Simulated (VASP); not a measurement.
Runs of VASP 6.6.1 on AlRu. It takes space group Pm-3m (No. 221, cubic). The conventional cell has a = 2.992 Å, b = 2.992 Å, c = 2.992 Å, α = 90.00°, β = 90.00°, γ = 90.00°. Al (site symmetry m-3m) has 8 Ru at 2.59 Å and 6 Al at 2.99 Å within 3.4 Å. Within 3.4 Å of Ru (site symmetry m-3m) lie 8 Al at 2.59 Å and 6 Ru at 2.99 Å. 

| k mesh | gap on the mesh (eV) | pressure (GPa) |
| --- | --- | --- |
| 6 × 6 × 6 | none | -3.2 |
| 4 × 4 × 4 | none | (b) |
| 5 × 5 × 5 | none | -2.2 |
| 3 × 3 × 3 | none | (a) |
| 7 × 7 × 7 | none | -3.1 |

Alike in all rows: task single point; level PBEsol; potentials or basis VASP PAW PBE potentials, release 64 (Al, Ru_pv); no spin polarisation; cell as given; cutoff (eV) 500; smearing fermi-dirac 0.1 eV.

Task: Fill in the values left out.

Result: (a) -1.1; (b) -5.4.

Caveats: some runs use coarse meshes; the PAW data sets were made with another functional, which shifts forces and pressure a little.

A k mesh can miss the band edges, and the runs leave out spin-orbit coupling on Ru.

A gap of «none» marks levels without a gap at the run's occupations.
